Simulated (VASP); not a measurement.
# InH3O3 (R-3) in VASP: electric field gradients with r2SCAN

Aim: the electric field gradients of InH3O3 with r2SCAN.

Everything below comes from runs of VASP 6.6.1. Logs are shortened: lines on timing, memory, paths and dates and some standing lists are left out, and cuts for length are marked.

**1. The cell of the first run**

The structure is trigonal, space group R-3 (No. 148). The conventional cell has a = 11.299 Å, b = 11.299 Å, c = 6.842 Å, α = 90.00°, β = 90.00°, γ = 120.00°. Within 2.9 Å of In (site symmetry -1) lie 6 O at 2.16 to 2.20 Å and 6 H at 2.61 to 2.64 Å. Within 2.9 Å of In (site symmetry -3) lie 6 O at 2.17 Å and 6 H at 2.63 Å. H (site symmetry 1) has 1 O at 0.99 Å within 1.3 Å. Within 1.3 Å of H (site symmetry 1) lie 1 O at 0.99 Å. O (site symmetry 1) has 1 H at 0.99 Å within 1.3 Å. Within 1.3 Å of O (site symmetry 1) lie 1 H at 0.99 Å.

**2. Electric field gradients, r2SCAN**

POSCAR

```
InH3O3
1.0
    5.6493113811      3.2616314466      2.2805954304
   -5.6493113811      3.2616314466      2.2805954304
    0.0000000000     -6.5232628932      2.2805954304
In H O
4 12 12
Direct
    0.0000000000      0.0000000000      0.5000000000
    0.5000000000      0.0000000000      0.0000000000
    0.0000000000      0.5000000000      0.0000000000
    0.5000000000      0.5000000000      0.5000000000
    0.8259619400      0.2769149600      0.4517392300
    0.1740380600      0.7230850400      0.5482607700
    0.0428888900      0.3570942000      0.3137517800
    0.9571111100      0.6429058000      0.6862482200
    0.2769149600      0.4517392300      0.8259619400
    0.7230850400      0.5482607700      0.1740380600
    0.3570942000      0.3137517800      0.0428888900
    0.6429058000      0.6862482200      0.9571111100
    0.4517392300      0.8259619400      0.2769149600
    0.5482607700      0.1740380600      0.7230850400
    0.3137517800      0.0428888900      0.3570942000
    0.6862482200      0.9571111100      0.6429058000
    0.8314941100      0.1599725600      0.3262415600
    0.1685058900      0.8400274400      0.6737584400
    0.1669509800      0.4867279800      0.3179783200
    0.8330490200      0.5132720200      0.6820216800
    0.1599725600      0.3262415600      0.8314941100
    0.8400274400      0.6737584400      0.1685058900
    0.4867279800      0.3179783200      0.1669509800
    0.5132720200      0.6820216800      0.8330490200
    0.3262415600      0.8314941100      0.1599725600
    0.6737584400      0.1685058900      0.8400274400
    0.3179783200      0.1669509800      0.4867279800
    0.6820216800      0.8330490200      0.5132720200
```

INCAR.step1

```
SYSTEM = InH3O3
PREC = Accurate
ENCUT = 520
ISMEAR = -1
SIGMA = 0.02
LREAL = Auto
LASPH = .TRUE.
NELM = 100
NBANDS = 88
GGA = PE
ALGO = Normal
EDIFF = 1E-4
LWAVE = .TRUE.
LCHARG = .FALSE.
```

INCAR.step2

```
SYSTEM = InH3O3
PREC = Accurate
ENCUT = 520
EDIFF = 1E-8
ISMEAR = -1
SIGMA = 0.02
LREAL = Auto
LASPH = .TRUE.
NELM = 100
ALGO = Normal
ISIF = 2
LWAVE = .FALSE.
LCHARG = .FALSE.
METAGGA = R2SCAN
LMIXTAU = .TRUE.
LEFG = .TRUE.
NBANDS = 88
ISTART = 1
```

KPOINTS

```
Automatic mesh
0
G
  5 5 5
  0 0 0
```

Potentials or basis: VASP PAW PBE potentials, release 64 (In_d, H, O).

The run is started by

```bash
$ cat potpaw_PBE.64/In_d/POTCAR potpaw_PBE.64/H/POTCAR potpaw_PBE.64/O/POTCAR > POTCAR
$ cp INCAR.step1 INCAR
$ mpirun -np 1 vasp_std > vasp.out
$ cp INCAR.step2 INCAR
$ mpirun -np 1 vasp_std > vasp.out
```

OUTCAR:

```text
SYSTEM = InH3O3
   PREC = Accurate
   ENCUT = 520
   EDIFF = 1E-8
   ISMEAR = -1
   LREAL = Auto
   LASPH = .TRUE.
   NELM = 100
   ISIF = 2
   METAGGA = R2SCAN
   ISTART = 1

 ion  position               nearest neighbor table
   1  0.000  0.000  0.500-  27 2.16  28 2.16  21 2.17  22 2.17  17 2.20  18 2.20   4 3.98   4 3.98
                             2 3.98   3 3.98   2 3.98   3 3.98
   2  0.500  0.000  0.000-  23 2.16  24 2.16  17 2.17  18 2.17  25 2.20  26 2.20   3 3.98   3 3.98
                             4 3.98   4 3.98   1 3.98   1 3.98
   3  0.000  0.500  0.000-  19 2.16  20 2.16  25 2.17  26 2.17  21 2.20  22 2.20   2 3.98   2 3.98
                             4 3.98   1 3.98   4 3.98   1 3.98
   4  0.500  0.500  0.500-  27 2.17  28 2.17  23 2.17  24 2.17  19 2.17  20 2.17   1 3.98   1 3.98
                             3 3.98   2 3.98   3 3.98   2 3.98
   5  0.826  0.277  0.452-  17 0.99
   6  0.174  0.723  0.548-  18 0.99
   7  0.043  0.357  0.314-  19 0.99
   8  0.957  0.643  0.686-  20 0.99
   9  0.277  0.452  0.826-  21 0.99
  10  0.723  0.548  0.174-  22 0.99
  11  0.357  0.314  0.043-  23 0.99
  12  0.643  0.686  0.957-  24 0.99
  13  0.452  0.826  0.277-  25 0.99
  14  0.548  0.174  0.723-  26 0.99
  15  0.314  0.043  0.357-  27 0.99
  16  0.686  0.957  0.643-  28 0.99
  17  0.831  0.160  0.326-   5 0.99   2 2.17   1 2.20
  18  0.169  0.840  0.674-   6 0.99   2 2.17   1 2.20
  19  0.167  0.487  0.318-   7 0.99   3 2.16   4 2.17
  20  0.833  0.513  0.682-   8 0.99   3 2.16   4 2.17
  21  0.160  0.326  0.831-   9 0.99   1 2.17   3 2.20
  22  0.840  0.674  0.169-  10 0.99   1 2.17   3 2.20
  23  0.487  0.318  0.167-  11 0.99   2 2.16   4 2.17
  24  0.513  0.682  0.833-  12 0.99   2 2.16   4 2.17
  25  0.326  0.831  0.160-  13 0.99   3 2.17   2 2.20
  26  0.674  0.169  0.840-  14 0.99   3 2.17   2 2.20
  27  0.318  0.167  0.487-  15 0.99   1 2.16   4 2.17
  28  0.682  0.833  0.513-  16 0.99   1 2.16   4 2.17

  LATTYP: Found a trigonal (rhomboedric) cell.
 ALAT       =     6.9104322796
 COS(alpha) =    -0.3366281120

  Lattice vectors:

 A1 = (   5.6493113811,   3.2616314466,   2.2805954304)
 A2 = (  -5.6493113811,   3.2616314466,   2.2805954304)
 A3 = (   0.0000000000,  -6.5232628932,   2.2805954304)

Analysis of symmetry for initial positions (statically):
=====================================================================
 Subroutine PRICEL returns:
 Original cell was already a primitive cell.

 Routine SETGRP: Setting up the symmetry group for a
 trigonal (rhombohedral) supercell.

 Subroutine GETGRP returns: Found  6 space group operations
 (whereof  6 operations were pure point group operations)
 out of a pool of 12 trial point group operations.

The static configuration has the point symmetry S_6 .

Analysis of symmetry for dynamics (positions and initial velocities):
=====================================================================
 Subroutine PRICEL returns:
 Original cell was already a primitive cell.

 Routine SETGRP: Setting up the symmetry group for a
 trigonal (rhombohedral) supercell.

 Subroutine GETGRP returns: Found  6 space group operations
 (whereof  6 operations were pure point group operations)
 out of a pool of 12 trial point group operations.

The dynamic configuration has the point symmetry S_6 .

 Subroutine INISYM returns: Found  6 space group operations
 (whereof  6 operations are pure point group operations),
 and found     1 'primitive' translations

----------------------------------------------------------------------------------------

                                     Primitive cell

  volume of cell :     252.1331

  direct lattice vectors                    reciprocal lattice vectors
     5.649311381  3.261631447  2.280595430     0.088506362  0.051099172  0.146160660
    -5.649311381  3.261631447  2.280595430    -0.088506362  0.051099172  0.146160660
     0.000000000 -6.523262893  2.280595430     0.000000000 -0.102198344  0.146160660

[... 139 lines left out ...]
   ISIF   =      2    stress and relaxation
   ISYM   =      2    0-nonsym 1-usesym 2-fastsym
   POTIM  = 0.5000    time-step for ionic-motion
   TEBEG  =    0.0;   TEEND  =   0.0 temperature during run
   PSTRESS=    0.0 pullay stress
   NELECT =     136.0000    total number of electrons
   NUPDOWN=      -1.0000    fix difference up-down
   EMIN   =  10.00;   EMAX   =-10.00  energy-range for DOS
   EFERMI =   0.00;   METHOD = LEGACY
   ISMEAR =    -1;   SIGMA  =   0.02  broadening in eV -4-tet -1-fermi 0-gaus
   EFERMI_NEDOS =   21; number of points for ismear=-14 and -15
   IALGO  =     38    algorithm
   IMIX   =      4    mixing-type and parameters
     AMIX     =   0.40;   BMIX     =  1.00
     AMIX_MAG =   1.60;   BMIX_MAG =  1.00
  volume/ion in A,a.u.               =       9.00        60.77
  Fermi-wavevector in a.u.,A,eV,Ry     =   1.332635  2.518315 24.162799  1.775916
  Thomas-Fermi vector in A             =   2.461555
   LORBIT       =      0    0 simple, 1 ext, 2 COOP (PROOUT), +10 PAW based schemes
   METAGGA = R2SCAN    functional components
   LHFCALC =     F    Hartree Fock is set to
   AEXX    =    0.0000 exact exchange contribution
   IVDW    =     0    specifies the selected vdW correction
   LEPSILON=     F    determine dielectric tensor
   LRPA    =     F    only Hartree local field effects (RPA)
 non-spin polarized calculation
  energy-cutoff  :      520.00
  volume of cell :      252.13
 maximum number of plane-waves:      6810
 NGX is ok and might be reduce to    54
   NGX = 25   NGY = 25   NGZ = 25

 number of electron     135.9999987 magnetization

 Free energy of the ion-electron system (eV)
  ---------------------------------------------------
  ext. energy  EPLUGINS =         0.00000000
  ---------------------------------------------------
  free energy    TOTEN  =      -241.93483441 eV

  energy without entropy =     -241.93483441  energy(sigma->0) =     -241.93483441

 E-fermi :   1.9032     XC(G=0): -10.4440

 val. band max:        1.3807586634   @ k =  -0.4000   0.4000   0.4000
 cond. band min:       4.9532133579   @ k =   0.0000   0.0000   0.0000
 fundamental gap:      3.5724546945
 Fermi energy:         1.9032302154

 k-point     1 :       0.0000    0.0000    0.0000
  band No.  band energies     occupation
      1     -18.2279      2.00000
      2     -17.7016      2.00000
      3     -17.7016      2.00000
      4     -17.3721      2.00000
      5     -17.2450      2.00000
      6     -17.2450      2.00000
[... 1898 lines left out ...]
     79      11.9793      0.00000
     80      12.1230      0.00000
 [bands above 80 left out]

------------------------ aborting loop because EDIFF is reached ----------------------------------------

  FORCE on cell =-STRESS in cart. coord.  units (eV):
  Direction    XX          YY          ZZ          XY          YZ          ZX
  --------------------------------------------------------------------------------------
  -------------------------------------------------------------------------------------
  Total        0.1873124      0.1873124      0.3141486      0.0000388      0.0000000     -0.0000000
  in kB        1.1902746      1.1902746      1.9962540      0.0002465      0.0000000     -0.0000000
  external PRESSURE =       1.4589344 kB  Pullay stress =       0.0000000 kB

 VOLUME and BASIS-vectors are now :
 -----------------------------------------------------------------------------
  energy-cutoff  :      520.00
  volume of cell :      252.13
      direct lattice vectors                 reciprocal lattice vectors
     5.649311381  3.261631447  2.280595430     0.088506362  0.051099172  0.146160660
    -5.649311381  3.261631447  2.280595430    -0.088506362  0.051099172  0.146160660
     0.000000000 -6.523262893  2.280595430     0.000000000 -0.102198344  0.146160660

 POSITION                                       TOTAL-FORCE (eV/Angst)
 -----------------------------------------------------------------------------------
      0.00000     -3.26163      1.14030        -0.000000      0.000000      0.000000
      2.82466      1.63082      1.14030        -0.000000      0.000000      0.000000
     -2.82466      1.63082      1.14030        -0.000000      0.000000      0.000000
      0.00000      0.00000      3.42089        -0.000000      0.000000      0.000000
      3.10174      0.65036      3.54545        -0.007464      0.000569      0.008327
     -3.10174     -0.65036      3.29634         0.007464     -0.000569     -0.008327
[... 20 lines left out ...]
      0.85320     -1.59339      2.21596        -0.005908     -0.010065      0.005138
     -0.85320      1.59339      4.62583         0.005908      0.010065     -0.005138
 -----------------------------------------------------------------------------------
    total drift:                                0.000000      0.000000     -0.000000

  FREE ENERGIE OF THE ION-ELECTRON SYSTEM (eV)
  ---------------------------------------------------
  free  energy   TOTEN  =      -241.9348344067 eV

  energy  without entropy=     -241.9348344067  energy(sigma->0) =     -241.93483441

 Electric field gradients (V/A^2)
---------------------------------------------------------------------
 ion       V_xx      V_yy      V_zz      V_xy      V_xz      V_yz
---------------------------------------------------------------------
   1      -9.084    19.863   -10.779   -17.542     6.765   -27.575
   2      -2.565    13.344   -10.779    21.305    20.498    19.646
   3      27.817   -17.039   -10.779    -3.764   -27.263     7.929
   4       0.479     0.479    -0.959    -0.000    -0.000     0.000
   5       7.949    -6.214    -1.736    15.399   -18.046   -12.805
   6       7.949    -6.214    -1.736    15.399   -18.046   -12.805
[... 20 lines left out ...]
  27       0.228     1.110    -1.338    46.479   -60.185     6.246
  28       0.228     1.110    -1.338    46.479   -60.185     6.246
---------------------------------------------------------------------

 Electric field gradients after diagonalization (V/A^2)
 (convention: |V_zz| > |V_xx| > |V_yy|)
----------------------------------------------------------------------
 ion       V_xx      V_yy      V_zz     asymmetry (V_yy - V_xx)/ V_zz
----------------------------------------------------------------------
   1     -27.713   -15.030    42.744       0.297
   2     -27.713   -15.030    42.744       0.297
   3     -27.713   -15.030    42.744       0.297
   4       0.479     0.479    -0.959       0.000
   5     -16.984   -15.232    32.216       0.054
   6     -16.984   -15.232    32.216       0.054
[... 20 lines left out ...]
  27      72.998     6.238   -79.236       0.843
  28      72.998     6.238   -79.236       0.843
----------------------------------------------------------------------

           NMR quadrupolar parameters

 Cq : quadrupolar parameter    Cq=e*Q*V_zz/h
 eta: asymmetry parameters     (V_yy - V_xx)/ V_zz
 Q  : nuclear electric quadrupole moment in mb (millibarn)
----------------------------------------------------------------------
 ion       Cq(MHz)       eta       Q (mb)
----------------------------------------------------------------------
   1       0.103       0.297       1.000
   2       0.103       0.297       1.000
   3       0.103       0.297       1.000
   4      -0.002       0.000       1.000
   5       0.078       0.054       1.000
   6       0.078       0.054       1.000
[... 20 lines left out ...]
  27      -0.192       0.843       1.000
  28      -0.192       0.843       1.000
----------------------------------------------------------------------
```

Wall time 83 min (1 thread of Intel Xeon Platinum 8488C (Sapphire Rapids), shared host); peak memory 0.62 GiB.

Results:

- Free energy: -241.9348 eV
- Pressure: 0.1 GPa
- Largest force: 0.025 eV/Å
- Band gap on the k mesh: 3.57 eV, indirect (least direct gap 3.67 eV)

Forces in eV/Å, atoms in the order of the input:
```
In   0.000  0.000  0.000
In   0.000  0.000  0.000
In   0.000  0.000  0.000
In   0.000  0.000  0.000
H   -0.007  0.001  0.008
H    0.007 -0.001 -0.008
H    0.009 -0.010 -0.021
H   -0.009  0.010  0.021
H    0.004  0.006  0.008
H   -0.004 -0.006 -0.008
H   -0.013 -0.003 -0.021
H    0.013  0.003  0.021
H    0.003 -0.007  0.008
H   -0.003  0.007 -0.008
H    0.004  0.013 -0.021
H   -0.004 -0.013  0.021
O    0.019  0.012  0.001
O   -0.019 -0.012 -0.001
O   -0.006  0.010  0.005
O    0.006 -0.010 -0.005
O    0.001 -0.023  0.001
O   -0.001  0.023 -0.001
O    0.012  0.000  0.005
O   -0.012  0.000 -0.005
O   -0.020  0.010  0.001
O    0.020 -0.010 -0.001
O   -0.006 -0.010  0.005
O    0.006  0.010 -0.005
```

Levels at points of the mesh, in eV from the valence-band top:
| k point | band 64 | band 65 | band 66 | band 67 | band 68 | band 69 | band 70 | band 71 | band 72 | band 73 |
| --- | --- | --- | --- | --- | --- | --- | --- | --- | --- | --- |
| (0.00, 0.00, 0.00) | -0.30 | -0.30 | -0.17 | -0.10 | -0.10 | 3.57 | 7.92 | 7.92 | 8.16 | 8.62 |

Electric field gradients, principal values (V/Å²):
| atom | least | middle | greatest (by size) |
| --- | --- | --- | --- |
| 1 In | -15.030 | -27.713 | 42.744 |
| 2 In | -15.030 | -27.713 | 42.744 |
| 3 In | -15.030 | -27.713 | 42.744 |
| 4 In | 0.479 | 0.479 | -0.959 |
| 5 H | -15.232 | -16.984 | 32.216 |
| 6 H | -15.232 | -16.984 | 32.216 |
| 7 H | -13.802 | -16.000 | 29.803 |
| 8 H | -13.802 | -16.000 | 29.803 |
| 9 H | -15.232 | -16.984 | 32.216 |
| 10 H | -15.232 | -16.984 | 32.216 |
| 11 H | -13.802 | -16.000 | 29.803 |
| 12 H | -13.802 | -16.000 | 29.803 |
| 13 H | -15.232 | -16.984 | 32.216 |
| 14 H | -15.232 | -16.984 | 32.216 |
| 15 H | -13.802 | -16.000 | 29.803 |
| 16 H | -13.802 | -16.000 | 29.803 |
| 17 O | -4.694 | -81.497 | 86.191 |
| 18 O | -4.694 | -81.497 | 86.191 |
| 19 O | 6.238 | 72.998 | -79.236 |
| 20 O | 6.238 | 72.998 | -79.236 |
| 21 O | -4.694 | -81.497 | 86.191 |
| 22 O | -4.694 | -81.497 | 86.191 |
| 23 O | 6.238 | 72.998 | -79.236 |
| 24 O | 6.238 | 72.998 | -79.236 |
| 25 O | -4.694 | -81.497 | 86.191 |
| 26 O | -4.694 | -81.497 | 86.191 |
| 27 O | 6.238 | 72.998 | -79.236 |
| 28 O | 6.238 | 72.998 | -79.236 |

Caveat: without QUAD_EFG the Cq values of the log hold for a quadrupole moment of 1 mb, not for the nuclei; the PAW data sets were made with another functional, which shifts forces and pressure a little; spin-orbit coupling is left out, which moves the levels of the heavy elements.
